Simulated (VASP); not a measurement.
LaPb2: single point with PBE

LaPb2:

```xyz
3
Lattice="-2.0663 2.0663 5.6384 2.0663 -2.0663 5.6384 2.0663 2.0663 -5.6384" Properties=species:S:1:pos:R:3 pbc="T T T"
Pb    0.0000    0.0000    7.7404
Pb    0.0000    0.0000    3.5365
La    0.0000    0.0000    0.0000
```

```
Program             : VASP 6.6.1
Task                : single point
Functional          : PBE
Potentials or basis : VASP PAW PBE potentials, release 64 (Pb_d, La)
Cutoff              : 520 eV
k mesh              : 8 × 8 × 8
Occupations         : gaussian, width 0.05 eV
Spin                : no spin polarisation
```

The pressure is -0.1 GPa, the largest force is 0.090 eV/Å and the band gap on the k mesh is zero (an odd number of electrons rules out a gap without spin polarisation).

Forces on the atoms (eV/Å):
```
Pb   0.000  0.000 -0.090
Pb   0.000  0.000  0.090
La   0.000  0.000  0.000
```

Stress tensor (GPa, compression positive):
```
-0.53  0.00  0.00
 0.00 -0.53  0.00
 0.00  0.00  0.85
```

Levels at points of the mesh, in eV from the Fermi level:
| k point | band 17 | band 18 | band 19 | band 20 | band 21 | band 22 | band 23 | band 24 |
| --- | --- | --- | --- | --- | --- | --- | --- | --- |
| (0.00, 0.00, 0.00) | -2.60 | -0.70 | -0.70 | -0.18 | 1.06 | 1.36 | 1.42 | 1.43 |
| (0.50, 0.00, 0.00) | -2.47 | -1.96 | -0.29 | 0.51 | 1.15 | 1.21 | 1.39 | 1.50 |
| (0.50, 0.50, 0.00) | -3.57 | -2.99 | -1.88 | -0.35 | 0.77 | 1.16 | 1.46 | 1.47 |
| (0.50, 0.50, 0.50) | -0.95 | -0.23 | -0.12 | -0.12 | 0.70 | 0.87 | 1.40 | 1.51 |

Wall time 9.9 min on 1 thread of AMD EPYC 9R45 96-Core Processor (Zen 5), with other jobs on the host, peak memory 0.4 GiB.

Caveat: spin-orbit coupling is left out, which moves the levels of the heavy elements.
